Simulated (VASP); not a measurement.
# BN (I-4m2) in VASP: further runs

The runs below take BN through single point, with PBE.

Everything below comes from runs of VASP 6.6.1. Logs are shortened: lines on timing, memory, paths and dates and some standing lists are left out, and cuts for length are marked.

## 1. The cell of the first run

Symmetry: I-4m2, No. 119, tetragonal system. Conventional cell: a = 2.552 Å, b = 2.552 Å, c = 3.718 Å, α = 90.00°, β = 90.00°, γ = 90.00°. Within 2.1 Å of B (site symmetry -4m2) lie 4 N at 1.58 Å. Within 2.1 Å of N (site symmetry -4m2) lie 4 B at 1.58 Å.

## 2. Single point, PBE (uniaxial z strain +3.0%)

File INCAR:

```
ALGO = Normal
EDIFF = 1E-7
ENCUT = 520
GGA = PE
ISIF = 2
ISMEAR = 0
LASPH = True
LCHARG = False
LREAL = False
LWAVE = False
NBANDS = 11
NELM = 60
PREC = Accurate
SIGMA = 0.01
```

File KPOINTS:

```
k-points
0
Gamma
  6 6 6
```

File POSCAR:

```
BN
1.0
    0.0000000000      1.8048254650      1.8589702290
    1.8048254650      0.0000000000      1.8589702290
    1.8048254650      1.8048254650      0.0000000000
B N
1 1
Direct
    0.0000000000      0.0000000000      0.0000000000
    0.2500000000      0.2500000000      0.2500000000
```

Potentials or basis: VASP PAW PBE potentials, release 64 (B, N).

The run is started by

```bash
> cat potpaw_PBE.64/B/POTCAR potpaw_PBE.64/N/POTCAR > POTCAR
> mpirun -np 1 vasp_std > vasp.out
```

OUTCAR:

```text
EDIFF = 1E-7
   ENCUT = 520
   GGA = PE
   ISIF = 2
   ISMEAR = 0
   LASPH = True
   LREAL = False
   NELM = 60
   PREC = Accurate

 ion  position               nearest neighbor table
   1  0.000  0.000  0.000-   2 1.58   2 1.58   2 1.58   2 1.58
   2  0.250  0.250  0.250-   1 1.58   1 1.58   1 1.58   1 1.58

  LATTYP: Found a body centered tetragonal cell.
 ALAT       =     2.5524086503
 C/A-ratio  =     1.4566399693

  Lattice vectors:

 A1 = (  -1.8048254650,   0.0000000000,   1.8589702290)
 A2 = (   1.8048254650,   0.0000000000,   1.8589702290)
 A3 = (   0.0000000000,   1.8048254650,  -1.8589702290)

Analysis of symmetry for initial positions (statically):
=====================================================================
 Subroutine PRICEL returns:
 Original cell was already a primitive cell.

 Routine SETGRP: Setting up the symmetry group for a
 body centered tetragonal supercell.

 Subroutine GETGRP returns: Found  8 space group operations
 (whereof  8 operations were pure point group operations)
 out of a pool of 16 trial point group operations.

The static configuration has the point symmetry D_2d.

Analysis of symmetry for dynamics (positions and initial velocities):
=====================================================================
 Subroutine PRICEL returns:
 Original cell was already a primitive cell.

 Routine SETGRP: Setting up the symmetry group for a
 body centered tetragonal supercell.

 Subroutine GETGRP returns: Found  8 space group operations
 (whereof  8 operations were pure point group operations)
 out of a pool of 16 trial point group operations.

The dynamic configuration has the point symmetry D_2d.

 Subroutine INISYM returns: Found  8 space group operations
 (whereof  8 operations are pure point group operations),
 and found     1 'primitive' translations

----------------------------------------------------------------------------------------

                                     Primitive cell

  volume of cell :      12.1108

  direct lattice vectors                    reciprocal lattice vectors
     0.000000000  1.804825465  1.858970229    -0.277035098  0.277035098  0.268966115
     1.804825465  0.000000000  1.858970229     0.277035098 -0.277035098  0.268966115
     1.804825465  1.804825465  0.000000000     0.277035098  0.277035098 -0.268966115

  length of vectors
     2.590977667  2.590977667  2.552408650     0.475225907  0.475225907  0.475225907

  position of ions in fractional coordinates (direct lattice)
     0.000000000  0.000000000  0.000000000
     0.250000000  0.250000000  0.250000000

  ion indices of the primitive-cell ions
   primitive index   ion index
                 1           1
                 2           2

----------------------------------------------------------------------------------------

 KPOINTS: k-points

Automatic generation of k-mesh.
 Grid dimensions read from file:
 generate k-points for:    6    6    6

 Generating k-lattice:

  Cartesian coordinates                     Fractional coordinates (reciprocal lattice)
    -0.046172516  0.046172516  0.044827686     0.166666667  0.000000000  0.000000000
     0.046172516 -0.046172516  0.044827686     0.000000000  0.166666667  0.000000000
     0.046172516  0.046172516 -0.044827686     0.000000000  0.000000000  0.166666667

  Length of vectors
     0.079204318  0.079204318  0.079204318

  Shift w.r.t. Gamma in fractional coordinates (k-lattice)
     0.000000000  0.000000000  0.000000000

 Subroutine IBZKPT returns following result:
 ===========================================

 Found     30 irreducible k-points:

 Following reciprocal coordinates:
            Coordinates               Weight
  0.000000  0.000000  0.000000      1.000000
  0.166667  0.000000  0.000000      8.000000
  0.333333 -0.000000  0.000000      8.000000
  0.500000  0.000000  0.000000      4.000000
  0.166667  0.166667  0.000000      2.000000
  0.333333  0.166667  0.000000      8.000000
[... 16 lines left out ...]
  0.333333  0.000000  0.333333      4.000000
  0.500000  0.000000  0.333333     16.000000
 [... further k-points ...]
   k-points           NKPTS =     30   k-points in BZ     NKDIM =     30   number of bands    NBANDS=     11
   number of dos      NEDOS =    301   number of ions     NIONS =      2
   total plane-waves  NPLWV =   8000
   dimension x,y,z NGX =    20 NGY =   20 NGZ =   20
   dimension x,y,z NGXF=    40 NGYF=   40 NGZF=   40
   ions per type =               1   1
   NGX,Y,Z   is equivalent  to a cutoff of  12.83, 12.83, 13.03 a.u.
   NGXF,Y,Z  is equivalent  to a cutoff of  25.67, 25.67, 26.05 a.u.
 SYSTEM =  unknown system
   PREC   = accura    normal or accurate (medium, high low for compatibility)
   ISTART =      0    job   : 0-new  1-cont  2-samecut
   ICHARG =      2    charge: 1-file 2-atom 10-const
   ISPIN  =      1    spin polarized calculation?
   LNONCOLLINEAR =      F non collinear calculations
   LSORBIT =      F    spin-orbit coupling
   LASPH  =      T    aspherical Exc in radial PAW
   ENCUT  =  520.0 eV  38.22 Ry    6.18 a.u.   4.82  4.82  4.75*2*pi/ulx,y,z
   NELM   =     60;   NELMIN=  2; NELMDL= -5     # of ELM steps
   EDIFF  = 0.1E-06   stopping-criterion for ELM
   LREAL  =      F    real-space projection
   EDIFFG = 0.1E-05   stopping-criterion for IOM
   NSW    =      0    number of steps for IOM
   IBRION =     -1    ionic relax: 0-MD 1-quasi-New 2-CG
   NFREE  =      0    steps in history (QN), initial steepest desc. (CG)
   ISIF   =      2    stress and relaxation
   ISYM   =      2    0-nonsym 1-usesym 2-fastsym
   POTIM  = 0.5000    time-step for ionic-motion
   TEBEG  =    0.0;   TEEND  =   0.0 temperature during run
   PSTRESS=    0.0 pullay stress
   NELECT =       8.0000    total number of electrons
   NUPDOWN=      -1.0000    fix difference up-down
   EMIN   =  10.00;   EMAX   =-10.00  energy-range for DOS
   EFERMI =   0.00;   METHOD = LEGACY
   ISMEAR =     0;   SIGMA  =   0.01  broadening in eV -4-tet -1-fermi 0-gaus
   EFERMI_NEDOS =   21; number of points for ismear=-14 and -15
   IALGO  =     38    algorithm
   IMIX   =      4    mixing-type and parameters
     AMIX     =   0.40;   BMIX     =  1.00
     AMIX_MAG =   1.60;   BMIX_MAG =  1.00
  volume/ion in A,a.u.               =       6.06        40.86
  Fermi-wavevector in a.u.,A,eV,Ry     =   1.425763  2.694301 27.657908  2.032799
  Thomas-Fermi vector in A             =   2.546112
   LORBIT       =      0    0 simple, 1 ext, 2 COOP (PROOUT), +10 PAW based schemes
   GGA     = PE    functional components
   LHFCALC =     F    Hartree Fock is set to
   AEXX    =    0.0000 exact exchange contribution
   IVDW    =     0    specifies the selected vdW correction
   LEPSILON=     F    determine dielectric tensor
   LRPA    =     F    only Hartree local field effects (RPA)
 non-spin polarized calculation
 Gauss-broadening in eV      SIGMA  =   0.01
  energy-cutoff  :      520.00
  volume of cell :       12.11
 maximum number of plane-waves:       342
   NGX =  9   NGY =  9   NGZ =  9

 number of electron       8.0000000 magnetization

 Free energy of the ion-electron system (eV)
  ---------------------------------------------------
  ext. energy  EPLUGINS =         0.00000000
  ---------------------------------------------------
  free energy    TOTEN  =       -17.43015232 eV

  energy without entropy =      -17.43015232  energy(sigma->0) =      -17.43015232

 E-fermi :   7.2564     XC(G=0): -12.6987

 val. band max:        7.2017766585   @ k =   0.0000   0.0000   0.0000
 cond. band min:      11.3711084173   @ k =   0.5000   0.0000   0.5000
 fundamental gap:      4.1693317587
 Fermi energy:         7.2564226327

 k-point     1 :       0.0000    0.0000    0.0000
  band No.  band energies     occupation
      1     -12.8475      2.00000
      2       6.9004      2.00000
      3       7.2018      2.00000
      4       7.2018      2.00000
      5      15.7370      0.00000
      6      15.7370      0.00000
      7      15.9465      0.00000
      8      17.0372      0.00000
      9      31.3875      0.00000
     10      33.7013      0.00000
     11      34.1964      0.00000

 k-point     2 :       0.1667    0.0000    0.0000
  band No.  band energies     occupation
      1     -12.1911      2.00000
      2       4.1387      2.00000
      3       6.3638      2.00000
      4       6.6360      2.00000
      5      16.1292      0.00000
      6      16.6517      0.00000
      7      16.8154      0.00000
      8      18.9889      0.00000
      9      30.2553      0.00000
     10      30.9354      0.00000
     11      31.2805      0.00000

 k-point     3 :       0.3333   -0.0000    0.0000
  band No.  band energies     occupation
      1     -10.3714      2.00000
      2      -0.6161      2.00000
      3       5.3803      2.00000
      4       5.7790      2.00000
      5      16.5238      0.00000
      6      17.6848      0.00000
      7      17.6886      0.00000
      8      21.3449      0.00000
      9      29.9065      0.00000
     10      31.2491      0.00000
     11      31.3101      0.00000

 k-point     4 :       0.5000    0.0000    0.0000
  band No.  band energies     occupation
      1      -8.7456      2.00000
      2      -3.3598      2.00000
      3       4.9824      2.00000
      4       5.4349      2.00000
      5      16.6244      0.00000
      6      17.8037      0.00000
      7      17.8204      0.00000
      8      22.1041      0.00000
      9      30.1766      0.00000
     10      33.3304      0.00000
     11      33.5660      0.00000
[... 239 lines left out ...]
 k-point    22 :      -0.3333    0.5000    0.1667
  band No.  band energies     occupation
      1      -7.3338      2.00000
      2      -1.1916      2.00000
      3       1.2315      2.00000
      4       1.2694      2.00000
      5      15.1668      0.00000
      6      19.4111      0.00000
      7      21.8784      0.00000
      8      23.4580      0.00000
      9      25.9734      0.00000
     10      32.3347      0.00000
     11      36.9885      0.00000

 k-point    23 :       0.3333    0.0000    0.3333
  band No.  band energies     occupation
      1      -9.5020      2.00000
      2       1.2504      2.00000
      3       3.0236      2.00000
      4       3.1035      2.00000
      5      12.6176      0.00000
      6      17.0828      0.00000
      7      21.9222      0.00000
      8      22.7548      0.00000
      9      26.1582      0.00000
     10      34.0235      0.00000
     11      39.2167      0.00000

 k-point    24 :       0.5000    0.0000    0.3333
  band No.  band energies     occupation
      1      -7.8661      2.00000
      2      -0.8153      2.00000
      3       1.3092      2.00000
      4       2.7696      2.00000
      5      13.1008      0.00000
      6      17.8273      0.00000
      7      22.6546      0.00000
      8      23.4009      0.00000
      9      26.8956      0.00000
     10      33.2741      0.00000
     11      36.8319      0.00000

 [... further k-points ...]
[... 5 lines left out ...]
  --------------------------------------------------------------------------------------
  -------------------------------------------------------------------------------------
  Total        0.0168155      0.0168155     -1.3796731      0.0000000      0.0000000     -0.0000000
  in kB        2.2245782      2.2245782   -182.5214580      0.0000000      0.0000000     -0.0000000
  external PRESSURE =     -59.3574338 kB  Pullay stress =       0.0000000 kB

 VOLUME and BASIS-vectors are now :
 -----------------------------------------------------------------------------
  energy-cutoff  :      520.00
  volume of cell :       12.11
      direct lattice vectors                 reciprocal lattice vectors
     0.000000000  1.804825465  1.858970229    -0.277035098  0.277035098  0.268966115
     1.804825465  0.000000000  1.858970229     0.277035098 -0.277035098  0.268966115
     1.804825465  1.804825465  0.000000000     0.277035098  0.277035098 -0.268966115

 POSITION                                       TOTAL-FORCE (eV/Angst)
 -----------------------------------------------------------------------------------
      0.00000      0.00000      0.00000         0.000000      0.000000      0.000000
      0.90241      0.90241      0.92949        -0.000000     -0.000000     -0.000000
 -----------------------------------------------------------------------------------
    total drift:                               -0.000000     -0.000000      0.000001

  FREE ENERGIE OF THE ION-ELECTRON SYSTEM (eV)
  ---------------------------------------------------
  free  energy   TOTEN  =       -17.4301523190 eV

  energy  without entropy=      -17.4301523190  energy(sigma->0) =      -17.43015232
```

Run time: 8.1 s. Hardware: 1 thread of AMD EPYC 7R13, shared host; peak memory 0.09 GiB.

What came out:

```yaml
Free_energy: -17.4302 eV
Pressure: -5.9 GPa
Band_gap_on_the_k_mesh: 4.17 eV, indirect (least direct gap 8.54 eV)
```

Levels at points of the mesh, in eV from the valence-band top:
| k point | band 1 | band 2 | band 3 | band 4 | band 5 | band 6 | band 7 | band 8 | band 9 |
| --- | --- | --- | --- | --- | --- | --- | --- | --- | --- |
| (0.00, 0.00, 0.00) | -20.05 | -0.30 | 0.00 | 0.00 | 8.54 | 8.54 | 8.74 | 9.84 | 24.19 |
| (0.50, 0.00, 0.00) | -15.95 | -10.56 | -2.22 | -1.77 | 9.42 | 10.60 | 10.62 | 14.90 | 22.97 |
| (0.50, 0.50, 0.00) | -14.83 | -9.13 | -4.62 | -4.62 | 4.67 | 9.44 | 17.37 | 17.37 | 19.86 |
| (0.50, 0.00, 0.50) | -14.51 | -8.71 | -5.01 | -5.00 | 4.17 | 8.76 | 17.20 | 17.65 | 20.44 |

Caveat: the k points lie up to 0.50 Å⁻¹ apart; the cell differs from its parent crystal (uniaxial z strain +3.0%). A k mesh can miss the band edges.

(Part 1 of 3 ends here.)
